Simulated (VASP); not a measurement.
## GaN: single point with LDA

Crystal: GaN.

```xyz
2
Lattice="0.0000 2.2276 2.2276 2.2276 0.0000 2.2276 2.2276 2.2276 0.0000" Properties=species:S:1:pos:R:3 pbc="T T T"
Ga    0.0000    0.0000    0.0000
N     1.1138    1.1138    1.1138
```

| Item | Value |
| --- | --- |
| Program | VASP 6.6.1 |
| Task | single point |
| Functional | LDA |
| Potentials or basis | VASP PAW LDA potentials, release 64 (Ga_d, N_h) |
| Cutoff | 1330 eV |
| k mesh | 10 × 10 × 10 |
| Occupations | gaussian, width 0.02 eV |
| Spin | no spin polarisation |

- Pressure: 1.0 GPa
- Band gap on the k mesh: 1.98 eV

Levels at points of the mesh, in eV from the valence-band top:
| k point | band 5 | band 6 | band 7 | band 8 | band 9 | band 10 | band 11 | band 12 | band 13 | band 14 |
| --- | --- | --- | --- | --- | --- | --- | --- | --- | --- | --- |
| (0.00, 0.00, 0.00) | -13.24 | -13.24 | 0.00 | 0.00 | 0.00 | 1.97 | 10.33 | 10.33 | 10.33 | 17.78 |
| (0.50, 0.00, 0.00) | -13.18 | -11.86 | -7.35 | -1.02 | -1.02 | 4.78 | 8.77 | 10.39 | 10.39 | 15.69 |
| (0.50, 0.50, 0.00) | -13.15 | -11.38 | -6.35 | -2.86 | -2.86 | 3.26 | 6.69 | 11.75 | 14.12 | 14.12 |

Run time: 53 s on 1 thread of Intel(R) Xeon(R) Platinum 8259CL CPU @ 2.50GHz (Skylake/Cascade Lake) (shared host), peak memory 0.24 GiB.
